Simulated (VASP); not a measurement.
Write the native input for VASP 6.6.1 that does the following.

* Task: single point
* Functional: RPBE
* Dispersion: D3(BJ)
* Potentials or basis: VASP PAW PBE potentials, release 64 (Te, Mo_sv)
* Cutoff: 520 eV
* k mesh: 4 × 8 × 2
* Occupations: fermi-dirac, width 0.05 eV
* Spin: no spin polarisation
* Dipole correction: no
* Further INCAR settings: ALGO = Normal; EDIFF = 1e-07; NBANDS = 64

The structure of Te2Mo lies in POSCAR:

```
Te2Mo
1.0
    6.2007800682      0.0000000000      0.0000000000
    0.0000000000      3.3981842111      0.0000000000
   -0.9274669445      0.0000000000     13.5453481849
Te Mo
8 4
Direct
    0.9437000000      0.7500000000      0.6045000000
    0.0563000000      0.2500000000      0.3955000000
    0.9030000000      0.2500000000      0.8514000000
    0.0970000000      0.7500000000      0.1486000000
    0.4112000000      0.7500000000      0.8955000000
    0.5888000000      0.2500000000      0.1045000000
    0.4432000000      0.2500000000      0.6484000000
    0.5568000000      0.7500000000      0.3516000000
    0.8167000000      0.7500000000      0.9926000000
    0.1833000000      0.2500000000      0.0074000000
    0.6819000000      0.2500000000      0.4934000000
    0.3181000000      0.7500000000      0.5066000000
```

These files were run (other wordings do the same):

INCAR

```
ALGO = Normal ; EDIFF = 1E-7
ENCUT = 520 ; GGA = RP
ISIF = 2 ; ISMEAR = -1
IVDW = 12 ; LASPH = T
LCHARG = F ; LREAL = F
LWAVE = F ; NBANDS = 64
NELM = 80 ; PREC = Accurate
SIGMA = 0.05
```

KPOINTS

```
k-points
0
Gamma
  4 8 2
```

Potentials or basis: VASP PAW PBE potentials, release 64 (Te, Mo_sv).

Command:

```console
$ cat potpaw_PBE.64/Te/POTCAR potpaw_PBE.64/Mo_sv/POTCAR > POTCAR
$ mpirun -np 1 vasp_std > vasp.out
```

Results of the run:

```yaml
Pressure: -12.8 GPa
Largest_force: 0.470 eV/Å
Band_gap_on_the_k_mesh: zero (bands 52 and 53 overlap by 0.30 eV)
Dispersion_energy_per_atom: -2.892 eV
```

Caveat: the stress differs along the axes, from -16 to -9 GPa; the dispersion term is far too large for a dense solid, which distorts pressure and volume; the PAW data sets were made with another functional, which shifts forces and pressure a little; spin-orbit coupling is left out, which moves the levels of the heavy elements.

It took 9.7 min on 1 thread of AMD EPYC 9R45 (Zen 5), on a shared host, peak memory 0.6 GiB.
